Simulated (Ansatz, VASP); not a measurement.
## Two plane-wave programs on Si3N4

```
CELL_PARAMETERS angstrom
7.59500 0.00000 0.00000
-3.79750 6.57746 0.00000
0.00000 0.00000 2.90230
ATOMIC_POSITIONS crystal
Si 0.76870 0.17440 0.25000
Si 0.59430 0.76870 0.75000
Si 0.82560 0.59430 0.25000
Si 0.23130 0.82560 0.75000
Si 0.40570 0.23130 0.25000
Si 0.17440 0.40570 0.75000
N 0.02970 0.32950 0.26500
N 0.70020 0.02970 0.76500
N 0.67050 0.70020 0.26500
N 0.97030 0.67050 0.76500
N 0.29980 0.97030 0.26500
N 0.32950 0.29980 0.76500
N 0.33333 0.66667 0.23440
N 0.66667 0.33333 0.73440
```

Alike in both runs: task single point; functional PBE; k mesh 2 × 2 × 5; no spin polarisation.

```csv
,VASP,Ansatz
version,VASP 6.6.1,Ansatz 0.2.0
potentials or method,"VASP PAW PBE potentials, release 64 (Si, N)","plane waves, PAW"
plane-wave cutoff (eV),520,420
occupations,"gaussian, width 0.01 eV",fixed
valence electrons in the cell,64,64
```

|  | VASP | Ansatz | Ansatz less VASP |
| --- | --- | --- | --- |
| gap on the k mesh at the Fermi level (eV) | 1.74 | 1.75 | +0.016 |

The k mesh is coarse, so the values compare programs but aren't converged.
